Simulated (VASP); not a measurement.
Tl: relaxation of cell and atoms with r2SCAN

Tl:

```
CELL_PARAMETERS angstrom
1.92500 1.92500 1.92500
-1.92500 1.92500 1.92500
-1.92500 -1.92500 1.92500
ATOMIC_POSITIONS crystal
Tl 0.00000 0.00000 0.00000
```

This isn't the form of Tl at room conditions, which is hcp.

| Property | Result |
| --- | --- |
| Program | VASP 6.6.1 |
| Task | relaxation of cell and atoms |
| Functional | r2SCAN |
| Potentials or basis | VASP PAW PBE potentials, release 64 (Tl_d) |
| Cutoff | 600 eV |
| k mesh | 6 × 6 × 6 |
| Occupations | fermi-dirac, width 0.05 eV |
| Spin | no spin polarisation |
| Target pressure | 5 GPa |
| Dipole correction | no |
| Further INCAR settings | ALGO = Normal; EDIFF = 1e-06; IBRION = 2; EDIFFG = -0.02; NSW = 80; ISIF = 3 |

The relaxed volume is 26.90 Å³/atom and the relaxed cell is a = 3.269 Å, b = 3.269 Å, c = 3.269 Å, α = 70.53°, β = 109.47°, γ = 70.53°. The space group after relaxing (to 0.1 Å) is Im-3m (No. 229). The energy change on relaxing (the run minimises the enthalpy) is +35.5 meV/atom and the ionic steps are 3. The pressure after relaxing is 5.0 GPa and the band gap on the k mesh is zero (an odd number of electrons rules out a gap without spin polarisation).

Step by step:
| step | energy change (eV) | largest force (eV/Å) | pressure (GPa) | volume (Å³) |
| --- | --- | --- | --- | --- |
| 1 | 0.0000 | 0.0000 | 2.09 | 28.53 |
| 2 | 0.0510 | 0.0000 | 5.98 | 26.44 |
| 3 | 0.0355 | 0.0000 | 5.01 | 26.90 |

Final structure:
```yaml
crystal:
  lattice:
    - [1.88748, 1.88748, 1.88748]
    - [-1.88748, 1.88748, 1.88748]
    - [-1.88748, -1.88748, 1.88748]
  atoms:
    - { symbol: Tl, position: [0.00000, 0.00000, 0.00000] }
```

Levels at points of the mesh, in eV from the Fermi level:
| k point | band 4 | band 5 | band 6 | band 7 | band 8 | band 9 |
| --- | --- | --- | --- | --- | --- | --- |
| (0.00, 0.00, 0.00) | -11.65 | -11.65 | -10.71 | 12.05 | 12.05 | 12.05 |
| (0.50, 0.00, 0.00) | -11.65 | -11.30 | -5.03 | -2.86 | 6.48 | 7.92 |
| (0.50, 0.50, 0.50) | -11.39 | -11.39 | -1.13 | 1.66 | 1.66 | 1.66 |

It took 94 s on 1 thread of Intel(R) Xeon(R) Platinum 8259CL CPU @ 2.50GHz (Skylake/Cascade Lake), with other jobs on the host, peak memory 0.17 GiB.

Caveat: the k points lie up to 0.39 Å⁻¹ apart in the final cell, too coarse for converged energies and pressures of a metal; the cell is relaxed towards a set pressure, so the run minimises the enthalpy, not the energy; the PAW data sets were made with another functional, which shifts forces and pressure a little; spin-orbit coupling is left out, which moves the levels of the heavy elements.
